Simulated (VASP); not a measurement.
Input of a VASP 6.6.1 run:

File INCAR:

```
PREC = Accurate
ENCUT = 600
EDIFF = 1E-6
ISMEAR = 0
SIGMA = 0.1
LREAL = F
LASPH = T
NELM = 80
ALGO = Fast
ISIF = 4
LWAVE = F
LCHARG = F
GGA = PS
IVDW = 12
IBRION = 2
NSW = 50
EDIFFG = -0.01
```

KPOINTS

```
regular mesh
0
Gamma
  16 16 16
```

Contents of POSCAR:

```
Sn
1.0
   -1.7849557668      1.6951330113      1.9462656408
    1.7849557668     -1.6951330113      1.9462656408
    1.7849557668      1.6951330113     -1.9462656408
Sn
1
Direct
    0.0000000000      0.0000000000      0.0000000000
```

Potentials or basis: VASP PAW PBE potentials, release 64 (Sn_d).

Run with:

```sh
$ cat potpaw_PBE.64/Sn_d/POTCAR > POTCAR
$ mpirun -np 1 vasp_std > vasp.out
```

(1) What does it give for the band gap on the k mesh?

(2) Predict the dispersion energy per atom.

Answers

(1) zero (bands 7 and 8 overlap by 11.43 eV).

(2) -0.452 eV.

Caveat: spin-orbit coupling is left out, which moves the levels of the heavy elements.
